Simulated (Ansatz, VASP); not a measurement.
**One calculation of Si3BTe2, two programs**

File INCAR:

```
SYSTEM = Si3BTe2
  PREC = Accurate
  ENCUT = 600
  EDIFF = 1E-6
  ISMEAR = 0
  SIGMA = 0.1
  LREAL = .False.
  LASPH = .True.
  NELM = 80
  ALGO = Fast
  ISIF = 3
  LWAVE = .False.
  LCHARG = .False.
  GGA = PE
  IBRION = 2
  NSW = 100
  EDIFFG = -0.01
```

KPOINTS

```
regular mesh
0
Gamma
  12 12 4
  0 0 0
```

File POSCAR:

```
Si3BTe2
1.0
    3.1217777188      0.0000000000      0.0000000000
    0.0000000000      3.1217777188      0.0000000000
    0.0000000000      0.0000000000     12.6797877206
Si B Te
3 1 2
Direct
    0.0000000000      0.0000000000      0.7003292011
    0.0000000000      0.0000000000      0.2447502158
    0.5000000000      0.5000000000      0.7871409341
    0.5000000000      0.5000000000      0.2773791067
    0.0000000000      0.0000000000      0.0365357334
    0.5000000000      0.5000000000      0.4538648189
```

Input for Ansatz:

```yaml
crystal:
  lattice:
    - [3.1217777188, 0.0, 0.0]
    - [0.0, 3.1217777188, 0.0]
    - [0.0, 0.0, 12.6797877206]
  atoms:
    - { symbol: Si, position: [0.0, 0.0, 0.7003292011] }
    - { symbol: Si, position: [0.0, 0.0, 0.2447502158] }
    - { symbol: Si, position: [0.5, 0.5, 0.7871409341] }
    - { symbol: B, position: [0.5, 0.5, 0.2773791067] }
    - { symbol: Te, position: [0.0, 0.0, 0.0365357334] }
    - { symbol: Te, position: [0.5, 0.5, 0.4538648189] }
basis:
  ecutwfc: 420
kpoints:
  mp_grid: { grid: [12, 12, 4] }
hamiltonian:
  xc: pbe
scf:
  occupations: { method: gaussian, width: 0.1 }
output:
  forces: true
  stress: true
  eigenvalues: true
  write_density: true
  write_potential: true
  elf: true
  volumetric_format: npy
relax:
  adjacent_minimum: "off"
  f_tol: 0.01
  max_steps: 80
  cell: { stress_tol: 0.05 }
```

Change from the starting cell: species swapped into the MnAl2Cr3 type (P4mm, No. 99).

Alike in both runs: task relaxation of cell and atoms; functional PBE; k mesh 12 × 12 × 4; occupations gaussian, width 0.1 eV; no spin polarisation.

|  | VASP | Ansatz |
| --- | --- | --- |
| version | VASP 6.6.1 | Ansatz 0.2.0 |
| potentials or method | VASP PAW PBE potentials, release 64 (Si, B, Te), cutoff 600 eV | scalar-relativistic, plane waves, PAW |
| valence electrons in the cell | 27 | 47 |

```csv
,VASP,Ansatz,Ansatz less VASP
"gap on the k mesh at the Fermi level, each at its own relaxed structure (eV)",none,none,-
relaxed volume (Å³/atom),20.72,20.72,-0.001
relaxed length of the cell vector where the two differ most in proportion (Å),12.657,12.668,+0.0111
```

A gap of «none» marks a metal or a gap that the smearing closes. VASP's potentials hold 27 valence electrons a cell and Ansatz's 47, so a difference there can come from the potentials and not from the codes.

Spin-orbit coupling is off throughout. Noted on VASP's run: too few bands were computed for a metal, which touches its energy and stress.
